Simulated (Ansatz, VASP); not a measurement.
**Mo3W in VASP and in Ansatz**

```
CELL_PARAMETERS angstrom
0.00000 3.16599 3.16599
3.16599 0.00000 3.16599
3.16599 3.16599 0.00000
ATOMIC_POSITIONS crystal
Mo 0.00000 0.00000 0.00000
Mo 0.25000 0.25000 0.25000
Mo 0.75000 0.75000 0.75000
W 0.50000 0.50000 0.50000
```

Alike in both runs: functional PBE; k mesh 12 × 12 × 12; occupations gaussian, width 0.1 eV; no spin polarisation.

Ansatz relaxed the structure, and its values are those at the end. VASP's run is a single point on that final structure, the one shown.

```csv
,VASP,Ansatz
version,VASP 6.6.1,Ansatz 0.2.0
potentials or method,"VASP PAW PBE potentials, release 64 (Mo_sv, W_sv), cutoff 500 eV","scalar-relativistic, plane waves, PAW"
valence electrons in the cell,56,56
```

|  | VASP | Ansatz | Ansatz less VASP |
| --- | --- | --- | --- |
| gap on the k mesh at the Fermi level (eV) | none | none | - |
| pressure (GPa) | 0.5 | 0.0 | -0.53 |

A gap of «none» marks a metal or a gap that the smearing closes.

Spin-orbit coupling is off throughout.
